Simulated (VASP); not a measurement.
# WC (Fm-3m) in VASP: further runs

WC is run at these levels: PBEsol+D3(BJ), PBEsol; tasks: single point.

Program: VASP 6.6.1. These are calculated values, not measurements. Logs are shortened: lines on timing, memory, paths and dates and some standing lists are left out, and cuts for length are marked.

### Step 1. The cell of the first run

It takes space group Fm-3m (No. 225, cubic). Conventional cell: a = 4.319 Å, b = 4.319 Å, c = 4.319 Å, α = 90.00°, β = 90.00°, γ = 90.00°. W (site symmetry m-3m) has 6 C at 2.16 Å within 2.9 Å. Within 2.9 Å of C (site symmetry m-3m) lie 6 W at 2.16 Å.

### Step 2. Single point, PBEsol+D3(BJ)

INCAR reads:

```
SYSTEM = WC
PREC = Accurate
ENCUT = 520
EDIFF = 1E-6
ISMEAR = 1
SIGMA = 0.05
LREAL = .FALSE.
LASPH = .TRUE.
NELM = 100
ALGO = Normal
ISIF = 2
LWAVE = .FALSE.
LCHARG = .FALSE.
GGA = PS
IVDW = 12
NBANDS = 16
```

KPOINTS reads:

```
Automatic mesh
0
G
  11 11 11
  0 0 0
```

POSCAR reads:

```
WC
1.0
    0.0000000000      2.1595755605      2.1595755605
    2.1595755605      0.0000000000      2.1595755605
    2.1595755605      2.1595755605      0.0000000000
W C
1 1
Direct
    0.0000000000      0.0000000000      0.0000000000
    0.5000000000      0.5000000000      0.5000000000
```

Potentials or basis: VASP PAW PBE potentials, release 64 (W_sv, C).

Launch:

```bash
cat potpaw_PBE.64/W_sv/POTCAR potpaw_PBE.64/C/POTCAR > POTCAR
mpirun -np 1 vasp_std > vasp.out
```

OUTCAR:

```text
SYSTEM = WC
   PREC = Accurate
   ENCUT = 520
   EDIFF = 1E-6
   ISMEAR = 1
   LREAL = .FALSE.
   LASPH = .TRUE.
   NELM = 100
   ISIF = 2
   GGA = PS
   IVDW = 12
 IVDW          = 12

 ion  position               nearest neighbor table
   1  0.000  0.000  0.000-   2 2.16   2 2.16   2 2.16   2 2.16   2 2.16   2 2.16
   2  0.500  0.500  0.500-   1 2.16   1 2.16   1 2.16   1 2.16   1 2.16   1 2.16

  LATTYP: Found a face centered cubic cell.
 ALAT       =     4.3191511210

  Lattice vectors:

 A1 = (   0.0000000000,   2.1595755605,   2.1595755605)
 A2 = (   2.1595755605,   0.0000000000,   2.1595755605)
 A3 = (   2.1595755605,   2.1595755605,   0.0000000000)

Analysis of symmetry for initial positions (statically):
=====================================================================
 Subroutine PRICEL returns:
 Original cell was already a primitive cell.

 Routine SETGRP: Setting up the symmetry group for a
 face centered cubic supercell.

 Subroutine GETGRP returns: Found 48 space group operations
 (whereof 48 operations were pure point group operations)
 out of a pool of 48 trial point group operations.

The static configuration has the point symmetry O_h .

Analysis of symmetry for dynamics (positions and initial velocities):
=====================================================================
 Subroutine PRICEL returns:
 Original cell was already a primitive cell.

 Routine SETGRP: Setting up the symmetry group for a
 face centered cubic supercell.

 Subroutine GETGRP returns: Found 48 space group operations
 (whereof 48 operations were pure point group operations)
 out of a pool of 48 trial point group operations.

The dynamic configuration has the point symmetry O_h .

 Subroutine INISYM returns: Found 48 space group operations
 (whereof 48 operations are pure point group operations),
 and found     1 'primitive' translations

----------------------------------------------------------------------------------------

                                     Primitive cell

  volume of cell :      20.1435

  direct lattice vectors                    reciprocal lattice vectors
     0.000000000  2.159575560  2.159575560    -0.231526976  0.231526976  0.231526976
     2.159575560  0.000000000  2.159575560     0.231526976 -0.231526976  0.231526976
     2.159575560  2.159575560  0.000000000     0.231526976  0.231526976 -0.231526976

  length of vectors
     3.054101047  3.054101047  3.054101047     0.401016487  0.401016487  0.401016487

  position of ions in fractional coordinates (direct lattice)
     0.000000000  0.000000000  0.000000000
     0.500000000  0.500000000  0.500000000

  ion indices of the primitive-cell ions
   primitive index   ion index
[... 77 lines left out ...]
   NSW    =      0    number of steps for IOM
   IBRION =     -1    ionic relax: 0-MD 1-quasi-New 2-CG
   NFREE  =      0    steps in history (QN), initial steepest desc. (CG)
   ISIF   =      2    stress and relaxation
   ISYM   =      2    0-nonsym 1-usesym 2-fastsym
   POTIM  = 0.5000    time-step for ionic-motion
   TEBEG  =    0.0;   TEEND  =   0.0 temperature during run
   PSTRESS=    0.0 pullay stress
   NELECT =      18.0000    total number of electrons
   NUPDOWN=      -1.0000    fix difference up-down
   EMIN   =  10.00;   EMAX   =-10.00  energy-range for DOS
   EFERMI =   0.00;   METHOD = LEGACY
   ISMEAR =     1;   SIGMA  =   0.05  broadening in eV -4-tet -1-fermi 0-gaus
   EFERMI_NEDOS =   21; number of points for ismear=-14 and -15
   IALGO  =     38    algorithm
   IMIX   =      4    mixing-type and parameters
     AMIX     =   0.40;   BMIX     =  1.00
     AMIX_MAG =   1.60;   BMIX_MAG =  1.00
  volume/ion in A,a.u.               =      10.07        67.97
  Fermi-wavevector in a.u.,A,eV,Ry     =   1.576839  2.979793 33.829801  2.486420
  Thomas-Fermi vector in A             =   2.677611
   LORBIT       =      0    0 simple, 1 ext, 2 COOP (PROOUT), +10 PAW based schemes
   GGA     = PS    functional components
   LHFCALC =     F    Hartree Fock is set to
   AEXX    =    0.0000 exact exchange contribution
   IVDW    =    12    specifies the selected vdW correction
   LEPSILON=     F    determine dielectric tensor
   LRPA    =     F    only Hartree local field effects (RPA)
 non-spin polarized calculation
 Methfessel and Paxton  Order N= 1 SIGMA  =   0.05
  energy-cutoff  :      520.00
  volume of cell :       20.14
 maximum number of plane-waves:       556
   NGX = 11   NGY = 11   NGZ = 11

 number of electron      17.9999999 magnetization

 Free energy of the ion-electron system (eV)
  ---------------------------------------------------
  ext. energy  EPLUGINS =         0.00000000
  ---------------------------------------------------
  free energy    TOTEN  =       -22.97125716 eV

  energy without entropy =      -22.97117536  energy(sigma->0) =      -22.97122990

 E-fermi :  12.9553     XC(G=0): -14.0963

 val. band max:       12.9402315126   @ k =  -0.2727   0.4545   0.1818
 cond. band min:      12.9679551795   @ k =   0.2727   0.2727   0.0000
 fundamental gap:      0.0277236669
 Fermi energy:        12.9552916943

 k-point     1 :       0.0000    0.0000    0.0000
  band No.  band energies     occupation
      1     -62.3868      2.00000
      2     -26.3786      2.00000
      3     -26.3786      2.00000
      4     -26.3786      2.00000
      5      -3.2187      2.00000
      6      10.0203      2.00000
[... 433 lines left out ...]
      3     -26.5372      2.00000
      4     -26.4122      2.00000
      5      -0.9472      2.00000
      6       5.8065      2.00000
[... 8 lines left out ...]
     15      26.0285      0.00000
     16      27.1712      0.00000

 [... further k-points ...]

------------------------ aborting loop because EDIFF is reached ----------------------------------------

 Edisp (eV)   -0.92655

 E8    (eV) :    -0.6383

  FORCE on cell =-STRESS in cart. coord.  units (eV):
  Direction    XX          YY          ZZ          XY          YZ          ZX
  --------------------------------------------------------------------------------------
  -------------------------------------------------------------------------------------
  Total       0.15511     0.15511     0.15511     0.00000     0.00000    -0.00000
  in kB      12.33686    12.33686    12.33686     0.00000     0.00000    -0.00000
  external pressure =       12.34 kB  Pullay stress =        0.00 kB

 VOLUME and BASIS-vectors are now :
 -----------------------------------------------------------------------------
  energy-cutoff  :      520.00
  volume of cell :       20.14
      direct lattice vectors                 reciprocal lattice vectors
     0.000000000  2.159575560  2.159575560    -0.231526976  0.231526976  0.231526976
     2.159575560  0.000000000  2.159575560     0.231526976 -0.231526976  0.231526976
     2.159575560  2.159575560  0.000000000     0.231526976  0.231526976 -0.231526976

 POSITION                                       TOTAL-FORCE (eV/Angst)
 -----------------------------------------------------------------------------------
      0.00000      0.00000      0.00000         0.000000     -0.000000      0.000000
      2.15958      2.15958      2.15958        -0.000000      0.000000     -0.000000
 -----------------------------------------------------------------------------------
    total drift:                                0.000000     -0.000000     -0.000000

  FREE ENERGIE OF THE ION-ELECTRON SYSTEM (eV)
  ---------------------------------------------------
  free  energy   TOTEN  =       -23.8978093674 eV

  energy  without entropy=      -23.8977275689  energy(sigma->0) =      -23.89778210
```

stdout:

```text
POSCAR found type information on POSCAR W C
 POSCAR found :  2 types and       2 ions
 scaLAPACK will be used
 -----------------------------------------------------------------------------
|                                                                             |
|                                                                             |
|     You enforced a specific xc type in the INCAR file but a different       |
|     I HOPE YOU KNOW WHAT YOU ARE DOING!                                     |
|                                                                             |
 -----------------------------------------------------------------------------

 LDA part: xc-table for (Slater+PW92), standard interpolation
 POSCAR, INCAR and KPOINTS ok, starting setup
 FFT: planning ... GRIDC
 FFT: planning ... GRID_SOFT
 FFT: planning ... GRID
 WAVECAR not read
 entering main loop
```

Wall time 16 s (1 thread of AMD EPYC 7R43 (Zen 3), shared host); peak memory 0.13 GiB.

Results:

| Item | Value |
| --- | --- |
| Free energy | -23.8978 eV |
| Pressure | 1.2 GPa |
| Band gap on the k mesh | zero (band 9 reaches 13.98 eV, above the bottom of band 10 at 10.69 eV) |
| Dispersion energy per atom | -0.463 eV |

Caveat: the PAW data sets were made with another functional, which shifts forces and pressure a little; spin-orbit coupling is left out, which moves the levels of the heavy elements; pairwise dispersion overbinds metals, which lowers pressure and volume.

### Step 3. Single point, PBEsol

This run uses another cell than the first one, of 10.26 Å³/atom, 1.018 times its volume.

INCAR reads:

```
SYSTEM = WC
  PREC = Accurate
  ENCUT = 520
  EDIFF = 1E-6
  ISMEAR = 1
  SIGMA = 0.05
  LREAL = .FALSE.
  LASPH = .TRUE.
  NELM = 60
  ALGO = Normal
  ISIF = 2
  LWAVE = .FALSE.
  LCHARG = .FALSE.
  GGA = PS
  NBANDS = 16
```

KPOINTS reads:

```
regular mesh
0
G
  11 11 11
  0 0 0
```

POSCAR reads:

```
WC
1.0
    0.0000000000      2.1727490793      2.1727490793
    2.1727490793      0.0000000000      2.1727490793
    2.1727490793      2.1727490793      0.0000000000
W C
1 1
Direct
    0.0000000000      0.0000000000      0.0000000000
    0.5000000000      0.5000000000      0.5000000000
```

Potentials or basis: VASP PAW PBE potentials, release 64 (W_sv, C).

Launch:

```bash
cat potpaw_PBE.64/W_sv/POTCAR potpaw_PBE.64/C/POTCAR > POTCAR
mpirun -np 1 vasp_std > vasp.out
```

Wall time 16 s (1 thread of AMD EPYC 7R43 (Zen 3), shared host); peak memory 0.12 GiB.

It converged, with:

```yaml
Free_energy: -22.9826 eV
Pressure: 1.1 GPa
Band_gap_on_the_k_mesh: zero (band 9 reaches 13.66 eV, above the bottom of band 10 at 10.46 eV)
```

Levels at points of the mesh, in eV from the Fermi level:
| k point | band 7 | band 8 | band 9 | band 10 | band 11 | band 12 |
| --- | --- | --- | --- | --- | --- | --- |
| (0.00, 0.00, 0.00) | -2.86 | -2.86 | -1.07 | -1.07 | -1.07 | -1.00 |

Caveat: the PAW data sets were made with another functional, which shifts forces and pressure a little; spin-orbit coupling is left out, which moves the levels of the heavy elements.
